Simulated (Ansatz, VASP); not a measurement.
## One calculation of Al5Cl2, two programs

```
Al Cl
1.0
     0.00000    0.00000    5.34461
     5.54313    0.00000    0.00000
    -2.77157    4.80049    0.00000
Al Cl
5 2
Direct
  0.00000 0.00000 0.00000
  0.50000 0.00000 0.00000
  0.50000 0.50000 0.00000
  0.50000 0.00000 0.50000
  0.50000 0.50000 0.50000
  0.00000 0.33333 0.66667
  0.00000 0.66667 0.33333
```

Alike in both runs: task single point; functional PBE; k mesh 4 × 6 × 6; occupations gaussian, width 0.2 eV; no spin polarisation.

|  | VASP | Ansatz |
| --- | --- | --- |
| version | VASP 6.6.1 | Ansatz 0.2.0 |
| potentials or method | VASP PAW PBE potentials, release 64 (Al, Cl), cutoff 520 eV | scalar-relativistic, plane waves, PAW |
| valence electrons in the cell | 29 | 29 |

```tsv
	VASP	Ansatz	Ansatz less VASP
gap on the k mesh at the Fermi level (eV)	none	none	-
pressure (GPa)	0.0	0.1	+0.04
traceless stress, the component that is largest in VASP (GPa)	-0.27	-0.28	-0.009
```

A gap of «none» marks a metal or a gap that the smearing closes. With one functional, cell and mesh, what is left measures potentials, basis and numerics.
